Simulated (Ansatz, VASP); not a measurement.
## CdS in VASP and in Ansatz

```xyz
4
Lattice="4.1500 0.0000 0.0000 -2.0750 3.5940 0.0000 0.0000 0.0000 6.7370" Properties=species:S:1:pos:R:3 pbc="T T T"
Cd    2.0750    1.1980    3.3685
Cd    0.0000    2.3960    0.0000
S     2.0750    1.1980    5.8949
S     0.0000    2.3960    2.5264
```

Alike in both runs: task single point; functional PBE-based screened hybrid; k mesh 4 × 4 × 2; occupations fermi-dirac, width 0.05 eV; no spin polarisation.

|  | VASP | Ansatz |
| --- | --- | --- |
| version | VASP 6.6.1 | Ansatz 0.2.0 |
| potentials or method | VASP PAW PBE potentials, release 64 (Cd, S) | Ansatz PAW |
| plane-wave cutoff (eV) | 520 | 420 |
| valence electrons in the cell | 36 | 52 |

```csv
,VASP,Ansatz,Ansatz less VASP
gap on the k mesh at the Fermi level (eV),2.39,2.38,-0.008
least direct gap on the mesh (eV),2.39,2.38,-0.008
pressure (GPa),1.2,0.9,-0.27
"traceless stress, the component that is largest in VASP (GPa)",0.23,0.25,+0.017
rms of the force components (eV/Å),0.036,0.036,-0.0005
```

VASP's potentials were made for PBE, not for PBE-based screened hybrid. Atom by atom the forces differ by 0.000 eV/Å (rms over components). VASP's potentials hold 36 valence electrons a cell and Ansatz's 52, so a difference there can come from the potentials and not from the codes.

The k mesh is coarse, so the values compare programs but aren't converged.
